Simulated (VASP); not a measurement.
Wanted: the native input for a VASP 6.6.1 run.

- Task: electric field gradients
- Functional: PBE
- Potentials or basis: VASP PAW PBE potentials, release 64 (Cl)
- Cutoff: 520 eV
- k mesh: 19 × 19 × 10
- Occupations: fermi-dirac, width 0.03 eV
- Spin: no spin polarisation
- Dipole correction: no
- Further INCAR settings: ALGO = Normal; EDIFF = 1e-08; NBANDS = 14

The structure of Cl lies in POSCAR:

```
Cl
1.0
    3.6185718332      0.0000000000      0.0000000000
   -1.8092859166      3.1337751329      0.0000000000
    0.0000000000      0.0000000000      3.8711814238
Cl
2
Direct
    0.3333333333      0.6666666667      0.2500000000
    0.6666666667      0.3333333333      0.7500000000
```

This cell differs from its parent crystal: volume scaled by 0.96.

The input as run:

INCAR

```
PREC     = Accurate       # precision mode
ENCUT    = 520            # plane-wave cutoff, eV
EDIFF    = 1E-8           # SCF threshold, eV
ISMEAR   = -1             # smearing method
SIGMA    = 0.03           # smearing width, eV
LREAL    = False          # projectors in reciprocal space
LASPH    = True           # aspherical terms in the spheres
NELM     = 100            # most SCF steps
ALGO     = Normal         # electronic algorithm
ISIF     = 2              # what is computed and relaxed
LWAVE    = False          # write WAVECAR
LCHARG   = False          # write CHGCAR
GGA      = PE             # functional
LEFG     = True         
NBANDS   = 14             # bands
```

KPOINTS

```
Automatic mesh
0
Gamma
  19 19 10
```

Potentials or basis: VASP PAW PBE potentials, release 64 (Cl).

Launch:

```sh
$ cat potpaw_PBE.64/Cl/POTCAR > POTCAR
$ mpirun -np 1 vasp_std > vasp.out
```

It gave:

* Pressure: 1.4 GPa
* Band gap on the k mesh: zero (band 7 reaches 2.68 eV, above the bottom of band 8 at 0.65 eV)

Caveat: without QUAD_EFG the Cq values of the log hold for a quadrupole moment of 1 mb, not for the nuclei.

Wall time 47 s on 1 thread of Intel(R) Xeon(R) 6975P-C (Granite Rapids), on a shared host, peak memory 0.23 GiB.
